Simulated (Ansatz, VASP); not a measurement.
**One calculation of TaN, two programs**

File INCAR:

```
SYSTEM = TaN
PREC = Accurate
ENCUT = 700
EDIFF = 1E-6
ISMEAR = 0
SIGMA = 0.1
LREAL = .False.
LASPH = .True.
NELM = 120
ALGO = Normal
ISIF = 2
LWAVE = .False.
LCHARG = .False.
GGA = CA
NBANDS = 36
GGA_COMPAT = .False.
```

KPOINTS

```
regular mesh
0
Gamma
  6 6 6
  0 0 0
```

The input POSCAR:

```
TaN
1.0
    5.2084955000      0.0000000000      0.0000000000
   -2.6042477500      4.5106894200      0.0000000000
    0.0000000000      0.0000000000      2.9147477500
Ta N
3 3
Direct
    0.0000000000      0.0000000000      0.0000000000
    0.3333333300      0.6666666700      0.5000000000
    0.6666666700      0.3333333300      0.5000000000
    0.3923921700      0.0000000000      0.0000000000
    0.6076078300      0.6076078300      0.0000000000
    0.0000000000      0.3923921700      0.0000000000
```

Input for Ansatz:

```yaml
crystal:
  lattice:
    - [5.2084955, 0.0, 0.0]
    - [-2.60424775, 4.51068942, 0.0]
    - [0.0, 0.0, 2.91474775]
  atoms:
    - { symbol: Ta, position: [0.0, 0.0, 0.0] }
    - { symbol: Ta, position: [0.33333333, 0.66666667, 0.5] }
    - { symbol: Ta, position: [0.66666667, 0.33333333, 0.5] }
    - { symbol: "N", position: [0.39239217, 0.0, 0.0] }
    - { symbol: "N", position: [0.60760783, 0.60760783, 0.0] }
    - { symbol: "N", position: [0.0, 0.39239217, 0.0] }
basis:
  ecutwfc: 420
kpoints:
  mp_grid: { grid: [6, 6, 6] }
hamiltonian:
  xc: lda
  pseudopotentials: { kind: paw, azcp: { folder: soft_1 } }
scf:
  occupations: { method: gaussian, width: 0.1 }
output:
  forces: true
  stress: true
  eigenvalues: true
```

Alike in both runs: task single point; functional LDA; k mesh 6 × 6 × 6; occupations gaussian, width 0.1 eV; no spin polarisation.

|  | VASP | Ansatz |
| --- | --- | --- |
| version | VASP 6.6.1 | Ansatz 0.2.0 |
| potentials or method | VASP PAW LDA potentials, release 64 (Ta_sv_GW, N), cutoff 700 eV | scalar-relativistic, plane waves, PAW |
| valence electrons in the cell | 54 | 54 |

```csv
,VASP,Ansatz,Ansatz less VASP
gap on the k mesh at the Fermi level (eV),none,none,-
pressure (GPa),-10.9,-11.8,-0.97
"traceless stress, the component that is largest in VASP (GPa)",-2.06,-2.05,+0.016
rms of the force components (eV/Å),0.005,0.009,+0.0044
```

Ansatz warns that its potentials were made for another functional, while VASP's fit it. LDA's correlation is that of Perdew and Zunger in VASP and of Perdew and Wang (1992) in Ansatz. Atom by atom the forces differ by 0.004 eV/Å (rms over components). A gap of «none» marks a metal or a gap that the smearing closes.

Neither program's run includes spin-orbit coupling.
